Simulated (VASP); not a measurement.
# TaN in VASP: notebook

Aim: see how the results for TaN move with the level of theory and the settings. Levels: PBE+U, r2SCAN. Tasks: single point.

Everything below comes from runs of VASP 6.6.1. Logs are shortened: lines on timing, memory, paths and dates and some standing lists are left out, and cuts for length are marked.

## Step 1: The cell of the first run

It takes space group P-6m2 (No. 187, hexagonal). The conventional cell has a = 2.938 Å, b = 2.938 Å, c = 2.883 Å, α = 90.00°, β = 90.00°, γ = 120.00°. Within 2.9 Å of Ta (site symmetry -6m2) lie 6 N at 2.23 Å and 2 Ta at 2.88 Å. N (site symmetry -6m2) has 6 Ta at 2.23 Å and 2 N at 2.88 Å within 2.9 Å.

## Step 2: Single point, PBE+U

INCAR

```
SYSTEM = TaN
ALGO = Normal
EDIFF = 1E-6
ENCUT = 520
GGA = PE
ISIF = 2
ISMEAR = 1
LASPH = .TRUE.
LCHARG = .TRUE.
LDAU = .TRUE.
LDAUJ = 0 0
LDAUL = 2 -1
LDAUPRINT = 1
LDAUTYPE = 2
LDAUU = 7 0
LELF = .TRUE.
LMAXMIX = 4
LREAL = .FALSE.
LVHAR = .TRUE.
LWAVE = .FALSE.
NBANDS = 15
NELM = 150
PREC = Accurate
SIGMA = 0.005
```

KPOINTS

```
k-points
0
G
  9 9 8
  0 0 0
```

POSCAR

```
TaN
1.0
    2.9380000000      0.0000000000      0.0000000000
   -1.4690000000      2.5443826363      0.0000000000
    0.0000000000      0.0000000000      2.8830000000
Ta N
1 1
Direct
    0.0000000000      0.0000000000      0.5000000000
    0.6666666667      0.3333333333      0.0000000000
```

Potentials or basis: VASP PAW PBE potentials, release 64 (Ta_pv, N).

On the command line:

```console
$ cat potpaw_PBE.64/Ta_pv/POTCAR potpaw_PBE.64/N/POTCAR > POTCAR
$ mpirun -np 1 vasp_std > vasp.out
```

OUTCAR:

```text
SYSTEM = TaN
   EDIFF = 1E-6
   ENCUT = 520
   GGA = PE
   ISIF = 2
   ISMEAR = 1
   LASPH = .TRUE.
   LREAL = .FALSE.
   NELM = 150
   PREC = Accurate

 ion  position               nearest neighbor table
   1  0.000  0.000  0.500-   2 2.23   2 2.23   2 2.23   2 2.23   2 2.23   2 2.23
   2  0.667  0.333  0.000-   1 2.23   1 2.23   1 2.23   1 2.23   1 2.23   1 2.23

  LATTYP: Found a hexagonal cell.
 ALAT       =     2.9380000000
 C/A-ratio  =     0.9812797822

  Lattice vectors:

 A1 = (   2.9380000000,   0.0000000000,   0.0000000000)
 A2 = (  -1.4690000000,   2.5443826363,   0.0000000000)
 A3 = (   0.0000000000,   0.0000000000,   2.8830000000)

Analysis of symmetry for initial positions (statically):
=====================================================================
 Subroutine PRICEL returns:
 Original cell was already a primitive cell.

 Routine SETGRP: Setting up the symmetry group for a
 hexagonal supercell.

 Subroutine GETGRP returns: Found 12 space group operations
 (whereof 12 operations were pure point group operations)
 out of a pool of 24 trial point group operations.

The static configuration has the point symmetry D_3h.

Analysis of symmetry for dynamics (positions and initial velocities):
=====================================================================
 Subroutine PRICEL returns:
 Original cell was already a primitive cell.

 Routine SETGRP: Setting up the symmetry group for a
 hexagonal supercell.

 Subroutine GETGRP returns: Found 12 space group operations
 (whereof 12 operations were pure point group operations)
 out of a pool of 24 trial point group operations.

The dynamic configuration has the point symmetry D_3h.

 Subroutine INISYM returns: Found 12 space group operations
 (whereof 12 operations are pure point group operations),
 and found     1 'primitive' translations

----------------------------------------------------------------------------------------

                                     Primitive cell

  volume of cell :      21.5516

  direct lattice vectors                    reciprocal lattice vectors
     2.938000000  0.000000000  0.000000000     0.340367597  0.196511324  0.000000000
    -1.469000000  2.544382636  0.000000000     0.000000000  0.393022648  0.000000000
     0.000000000  0.000000000  2.883000000     0.000000000  0.000000000  0.346860909

  length of vectors
     2.938000000  2.938000000  2.883000000     0.393022648  0.393022648  0.346860909

  position of ions in fractional coordinates (direct lattice)
     0.000000000  0.000000000  0.500000000
     0.666666667  0.333333333  0.000000000

  ion indices of the primitive-cell ions
   primitive index   ion index
                 1           1
                 2           2

----------------------------------------------------------------------------------------

 KPOINTS: k-points

Automatic generation of k-mesh.
 Grid dimensions read from file:
 generate k-points for:    9    9    8

 Generating k-lattice:

  Cartesian coordinates                     Fractional coordinates (reciprocal lattice)
     0.037818622  0.021834592  0.000000000     0.111111111  0.000000000  0.000000000
     0.000000000  0.043669183  0.000000000     0.000000000  0.111111111  0.000000000
     0.000000000  0.000000000  0.043357614     0.000000000  0.000000000  0.125000000

  Length of vectors
     0.043669183  0.043669183  0.043357614

  Shift w.r.t. Gamma in fractional coordinates (k-lattice)
     0.000000000  0.000000000  0.000000000

 Subroutine IBZKPT returns following result:
 ===========================================

 Found     60 irreducible k-points:

 Following reciprocal coordinates:
            Coordinates               Weight
  0.000000  0.000000  0.000000      1.000000
  0.111111 -0.000000  0.000000      6.000000
  0.222222 -0.000000  0.000000      6.000000
  0.333333 -0.000000  0.000000      6.000000
  0.444444 -0.000000  0.000000      6.000000
  0.111111  0.111111  0.000000      6.000000
[... 16 lines left out ...]
  0.333333  0.222222  0.125000     24.000000
  0.333333  0.333333  0.125000      4.000000
 [... further k-points ...]
   k-points           NKPTS =     60   k-points in BZ     NKDIM =     60   number of bands    NBANDS=     15
   number of dos      NEDOS =    301   number of ions     NIONS =      2
   total plane-waves  NPLWV =  13824
   dimension x,y,z NGX =    24 NGY =   24 NGZ =   24
   dimension x,y,z NGXF=    48 NGYF=   48 NGZF=   48
   ions per type =               1   1
   NGX,Y,Z   is equivalent  to a cutoff of  13.58, 13.58, 13.84 a.u.
   NGXF,Y,Z  is equivalent  to a cutoff of  27.16, 27.16, 27.68 a.u.
 SYSTEM =  TaN
   PREC   = accura    normal or accurate (medium, high low for compatibility)
   ISTART =      0    job   : 0-new  1-cont  2-samecut
   ICHARG =      2    charge: 1-file 2-atom 10-const
   ISPIN  =      1    spin polarized calculation?
   LNONCOLLINEAR =      F non collinear calculations
   LSORBIT =      F    spin-orbit coupling
   LASPH  =      T    aspherical Exc in radial PAW
   ENCUT  =  520.0 eV  38.22 Ry    6.18 a.u.   5.46  5.46  5.36*2*pi/ulx,y,z
   NELM   =    150;   NELMIN=  2; NELMDL= -5     # of ELM steps
   EDIFF  = 0.1E-05   stopping-criterion for ELM
   LREAL  =      F    real-space projection
   EDIFFG = 0.1E-04   stopping-criterion for IOM
   NSW    =      0    number of steps for IOM
   IBRION =     -1    ionic relax: 0-MD 1-quasi-New 2-CG
   NFREE  =      0    steps in history (QN), initial steepest desc. (CG)
   ISIF   =      2    stress and relaxation
   ISYM   =      2    0-nonsym 1-usesym 2-fastsym
   POTIM  = 0.5000    time-step for ionic-motion
   TEBEG  =    0.0;   TEEND  =   0.0 temperature during run
   PSTRESS=    0.0 pullay stress
   NELECT =      16.0000    total number of electrons
   NUPDOWN=      -1.0000    fix difference up-down
   EMIN   =  10.00;   EMAX   =-10.00  energy-range for DOS
   EFERMI =   0.00;   METHOD = LEGACY
   ISMEAR =     1;   SIGMA  =   0.01  broadening in eV -4-tet -1-fermi 0-gaus
   EFERMI_NEDOS =   21; number of points for ismear=-14 and -15
   IALGO  =     38    algorithm
   IMIX   =      4    mixing-type and parameters
     AMIX     =   0.40;   BMIX     =  1.00
     AMIX_MAG =   1.60;   BMIX_MAG =  1.00
  volume/ion in A,a.u.               =      10.78        72.72
  Fermi-wavevector in a.u.,A,eV,Ry     =   1.482365  2.801264 29.897531  2.197407
  Thomas-Fermi vector in A             =   2.596160
   LORBIT       =      0    0 simple, 1 ext, 2 COOP (PROOUT), +10 PAW based schemes
 LDA+U is selected, type is set to LDAUTYPE =  2
   angular momentum for each species LDAUL =     2   -1
   U (eV)           for each species LDAUU =   7.0  0.0
   J (eV)           for each species LDAUJ =   0.0  0.0
   GGA     = PE    functional components
   LHFCALC =     F    Hartree Fock is set to
   AEXX    =    0.0000 exact exchange contribution
   IVDW    =     0    specifies the selected vdW correction
   LEPSILON=     F    determine dielectric tensor
   LRPA    =     F    only Hartree local field effects (RPA)
 non-spin polarized calculation
 Methfessel and Paxton  Order N= 1 SIGMA  =   0.01
  energy-cutoff  :      520.00
  volume of cell :       21.55
 maximum number of plane-waves:       599
 NGX is ok and might be reduce to    24
   NGX = 11   NGY = 11   NGZ = 11

atom =   1  type =  1  l = 2

 onsite density matrix

spin component  1

  0.2440  0.0000  0.0000 -0.0000  0.0000
  0.0000  0.1602  0.0000  0.0000 -0.0000
  0.0000  0.0000  0.3043 -0.0000 -0.0000
 -0.0000  0.0000 -0.0000  0.1602 -0.0000
  0.0000 -0.0000 -0.0000 -0.0000  0.2440

spin component  2

  0.2440  0.0000  0.0000 -0.0000  0.0000
  0.0000  0.1602  0.0000  0.0000 -0.0000
  0.0000  0.0000  0.3043 -0.0000 -0.0000
 -0.0000  0.0000 -0.0000  0.1602 -0.0000
  0.0000 -0.0000 -0.0000 -0.0000  0.2440

 occupancies and eigenvectors

  o =  0.1602  v =  0.0000 -1.0000  0.0000  0.0000 -0.0000  0.0000  0.0000  0.0000  0.0000  0.0000      0.0000  0.0000  0.0000  0.0000  0.0000  0.0000  0.0000  0.0000  0.0000  0.0000
  o =  0.1602  v =  0.0000  0.0000  0.0000  0.0000  0.0000  0.0000 -1.0000  0.0000  0.0000 -0.0000      0.0000  0.0000  0.0000  0.0000  0.0000  0.0000  0.0000  0.0000  0.0000  0.0000
  o =  0.1602  v =  0.0000 -0.0000 -0.0000 -1.0000  0.0000  0.0000  0.0000  0.0000  0.0000  0.0000      0.0000  0.0000  0.0000  0.0000  0.0000  0.0000  0.0000  0.0000  0.0000  0.0000
  o =  0.1602  v =  0.0000  0.0000  0.0000  0.0000  0.0000  0.0000 -0.0000 -0.0000 -1.0000  0.0000      0.0000  0.0000  0.0000  0.0000  0.0000  0.0000  0.0000  0.0000  0.0000  0.0000
  o =  0.2440  v =  0.0000  0.0000  0.0000  0.0000  0.0000  0.0000 -0.0000 -0.0000 -0.0000 -1.0000      0.0000  0.0000  0.0000  0.0000  0.0000  0.0000  0.0000  0.0000  0.0000  0.0000
  o =  0.2440  v =  0.0000 -0.0000 -0.0000 -0.0000 -1.0000  0.0000  0.0000  0.0000  0.0000  0.0000      0.0000  0.0000  0.0000  0.0000  0.0000  0.0000  0.0000  0.0000  0.0000  0.0000
  o =  0.2440  v =  1.0000  0.0000  0.0000  0.0000  0.0000  0.0000  0.0000  0.0000  0.0000  0.0000      0.0000  0.0000  0.0000  0.0000  0.0000  0.0000  0.0000  0.0000  0.0000  0.0000
  o =  0.2440  v =  0.0000  0.0000  0.0000  0.0000  0.0000  1.0000  0.0000  0.0000  0.0000  0.0000      0.0000  0.0000  0.0000  0.0000  0.0000  0.0000  0.0000  0.0000  0.0000  0.0000
  o =  0.3043  v =  0.0000  0.0000  0.0000  0.0000  0.0000  0.0000  0.0000  1.0000 -0.0000 -0.0000      0.0000  0.0000  0.0000  0.0000  0.0000  0.0000  0.0000  0.0000  0.0000  0.0000
  o =  0.3043  v =  0.0000  0.0000  1.0000 -0.0000 -0.0000  0.0000  0.0000  0.0000  0.0000  0.0000      0.0000  0.0000  0.0000  0.0000  0.0000  0.0000  0.0000  0.0000  0.0000  0.0000

 number of electron      16.0000001 magnetization

 Free energy of the ion-electron system (eV)
  ---------------------------------------------------
  ext. energy  EPLUGINS =         0.00000000
  ---------------------------------------------------
  free energy    TOTEN  =       -16.23056183 eV

  energy without entropy =      -16.23055547  energy(sigma->0) =      -16.23055971

 E-fermi :   9.5194     XC(G=0): -13.3672

 val. band max:        9.3130732716   @ k =   0.0000   0.0000   0.5000
 cond. band min:       9.5209551924   @ k =   0.0000   0.0000   0.3750
 fundamental gap:      0.2078819208
 Fermi energy:         9.5193975047

 k-point     1 :       0.0000    0.0000    0.0000
  band No.  band energies     occupation
      1     -27.1966      2.00000
      2     -26.9575      2.00000
      3     -26.9575      2.00000
      4      -9.1721      2.00000
      5       4.4636      2.00000
      6       4.4636      2.00000
      7       4.7486      2.00000
      8       5.7526      2.00000
      9      10.6649      0.00000
     10      12.7394      0.00000
     11      12.7394      0.00000
     12      14.0822      0.00000
     13      14.0822      0.00000
     14      20.7302      0.00000
     15      21.5080      0.00000

 k-point     2 :       0.1111   -0.0000    0.0000
  band No.  band energies     occupation
      1     -27.1810      2.00000
      2     -27.0809      2.00000
      3     -26.9841      2.00000
      4      -8.9150      2.00000
      5       3.6968      2.00000
      6       4.6169      2.00000
      7       5.0686      2.00000
      8       5.4964      2.00000
      9      11.5908      0.00000
     10      12.1991      0.00000
     11      12.8092      0.00000
     12      13.9428      0.00000
     13      14.3034      0.00000
     14      20.7331      0.00000
     15      21.5583      0.00000

 k-point     3 :       0.2222   -0.0000    0.0000
  band No.  band energies     occupation
      1     -27.3828      2.00000
      2     -27.1412      2.00000
      3     -27.0510      2.00000
      4      -8.2444      2.00000
      5       2.3181      2.00000
      6       4.9221      2.00000
      7       4.9783      2.00000
      8       5.7160      2.00000
      9      11.2782      0.00000
     10      13.1352      0.00000
     11      13.4141      0.00000
     12      13.6109      0.00000
     13      14.6534      0.00000
     14      20.7373      0.00000
     15      21.6998      0.00000
[... 343 lines left out ...]
 k-point    23 :       0.3333    0.2222    0.1250
  band No.  band energies     occupation
      1     -27.7750      2.00000
      2     -27.4053      2.00000
      3     -27.1694      2.00000
      4      -6.5726      2.00000
      5       1.1717      2.00000
      6       3.1712      2.00000
      7       3.8262      2.00000
      8       8.0293      2.00000
      9      10.9620      0.00000
     10      12.3996      0.00000
     11      13.2918      0.00000
     12      16.2389      0.00000
     13      19.5041      0.00000
     14      20.7138      0.00000
     15      20.8923      0.00000

 k-point    24 :       0.3333    0.3333    0.1250
  band No.  band energies     occupation
      1     -27.6683      2.00000
      2     -27.5838      2.00000
      3     -27.1605      2.00000
      4      -6.4297      2.00000
      5       1.5791      2.00000
      6       2.5549      2.00000
      7       3.6283      2.00000
      8       8.7934      2.00000
      9      10.8699      0.00000
     10      12.0694      0.00000
     11      12.3871      0.00000
     12      16.8024      0.00000
     13      20.1003      0.00000
     14      20.7649      0.00000
     15      22.6601      0.00000

 [... further k-points ...]
[... 5 lines left out ...]
  --------------------------------------------------------------------------------------
  -------------------------------------------------------------------------------------
  Total        3.7215122      3.7215122      4.2562512      0.0000000     -0.0000000      0.0000000
  in kB      276.6630572    276.6630572    316.4163921      0.0000000     -0.0000000      0.0000000
  external PRESSURE =     289.9141689 kB  Pullay stress =       0.0000000 kB

 VOLUME and BASIS-vectors are now :
 -----------------------------------------------------------------------------
  energy-cutoff  :      520.00
  volume of cell :       21.55
      direct lattice vectors                 reciprocal lattice vectors
     2.938000000  0.000000000  0.000000000     0.340367597  0.196511324  0.000000000
    -1.469000000  2.544382636  0.000000000     0.000000000  0.393022648  0.000000000
     0.000000000  0.000000000  2.883000000     0.000000000  0.000000000  0.346860909

 POSITION                                       TOTAL-FORCE (eV/Angst)
 -----------------------------------------------------------------------------------
      0.00000      0.00000      1.44150         0.000000      0.000000      0.000000
      1.46900      0.84813      0.00000        -0.000000      0.000000      0.000000
 -----------------------------------------------------------------------------------
    total drift:                               -0.000000      0.000000      0.000000

  FREE ENERGIE OF THE ION-ELECTRON SYSTEM (eV)
  ---------------------------------------------------
  free  energy   TOTEN  =       -16.2305618333 eV

  energy  without entropy=      -16.2305554658  energy(sigma->0) =      -16.23055971
```

Run time: 10 s. Hardware: 1 thread of Intel Xeon Platinum 8488C (Sapphire Rapids), shared host; peak memory 0.15 GiB.

What came out:

* Free energy: -16.2306 eV
* Pressure: 29.0 GPa
* Band gap on the k mesh: zero (band 8 reaches 9.52 eV, above the bottom of band 9 at 9.31 eV)

Levels at points of the mesh, in eV from the Fermi level:
| k point | band 5 | band 6 | band 7 | band 8 | band 9 | band 10 | band 11 | band 12 |
| --- | --- | --- | --- | --- | --- | --- | --- | --- |
| (0.00, 0.00, 0.00) | -5.06 | -5.06 | -4.77 | -3.77 | 1.15 | 3.22 | 3.22 | 4.56 |
| (0.00, 0.00, 0.50) | -10.38 | -4.17 | -4.17 | -0.21 | -0.21 | 1.79 | 3.36 | 3.36 |

Eigenvalues of the final occupation matrices:
```
    site  spin  trace               eigenvalues
site 1 d     1   1.11  0.16 0.16 0.24 0.24 0.30
site 1 d     2   1.11  0.16 0.16 0.24 0.24 0.30
```

Caveat: spin-orbit coupling is left out, which moves the levels of the heavy elements; U without spin polarisation on a metal has little footing.

(Part 1 of 2 ends here.)
